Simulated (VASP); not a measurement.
Write the native input for VASP 6.6.1 that does the following.

```yaml
Task: single point
Functional: PBEsol
Potentials_or_basis: VASP PAW PBE potentials, release 64 (C, O)
Cutoff: 520 eV
k_mesh: 4 × 4 × 4
Occupations: gaussian, width 0.05 eV
Spin: no spin polarisation
Dipole_correction: no
Further_INCAR_settings: ALGO = Normal; EDIFF = 1e-06; NBANDS = 44
```

The structure of CO2 lies in POSCAR:

```
CO2
1.0
    5.7999351339      0.0000000000      0.0000000000
    0.0000000000      5.7999351339      0.0000000000
    0.0000000000      0.0000000000      4.9299448638
C O
4 8
Direct
    0.0000000000      0.0000000000      0.0000000000
    0.5000000000      0.0000000000      0.5000000000
    0.5000000000      0.5000000000      0.0000000000
    0.0000000000      0.5000000000      0.5000000000
    0.1161576883      0.1161576883      0.1161576883
    0.3838423117      0.8838423117      0.6161576883
    0.6161576883      0.3838423117      0.8838423117
    0.8838423117      0.6161576883      0.3838423117
    0.8838423117      0.8838423117      0.8838423117
    0.6161576883      0.1161576883      0.3838423117
    0.3838423117      0.6161576883      0.1161576883
    0.1161576883      0.3838423117      0.6161576883
```

This cell differs from its parent crystal: normal strain along x +0.0000, normal strain along z -0.1500.

The input as run:

INCAR

```
ALGO     = Normal         # electronic algorithm
EDIFF    = 1E-6           # SCF threshold, eV
ENCUT    = 520            # plane-wave cutoff, eV
GGA      = PS             # functional
ISIF     = 2              # what is computed and relaxed
ISMEAR   = 0              # smearing method
LASPH    = T              # aspherical terms in the spheres
LCHARG   = F              # write CHGCAR
LREAL    = F              # projectors in reciprocal space
LWAVE    = F              # write WAVECAR
NBANDS   = 44             # bands
NELM     = 100            # most SCF steps
PREC     = Accurate       # precision mode
SIGMA    = 0.05           # smearing width, eV
```

KPOINTS

```
k-points
0
Gamma
  4 4 4
```

Potentials or basis: VASP PAW PBE potentials, release 64 (C, O).

Launch:

```sh
$ cat potpaw_PBE.64/C/POTCAR potpaw_PBE.64/O/POTCAR > POTCAR
$ mpirun -np 1 vasp_std > vasp.out
```

Results of the run:

```yaml
Pressure: 23.3 GPa
Largest_force: 7.915 eV/Å
Band_gap_on_the_k_mesh: 7.07 eV
```

Caveat: the cell differs from its parent crystal (normal strain along x +0.0000, normal strain along z -0.1500); the cell stands under pressure; this functional lacks dispersion, which holds the molecules together, so the pressure and a relaxed volume are unreliable; the PAW data sets were made with another functional, which shifts forces and pressure a little.

Wall time 100 s on 1 thread of Intel(R) Xeon(R) 6975P-C (Granite Rapids), on a shared host, peak memory 0.36 GiB.
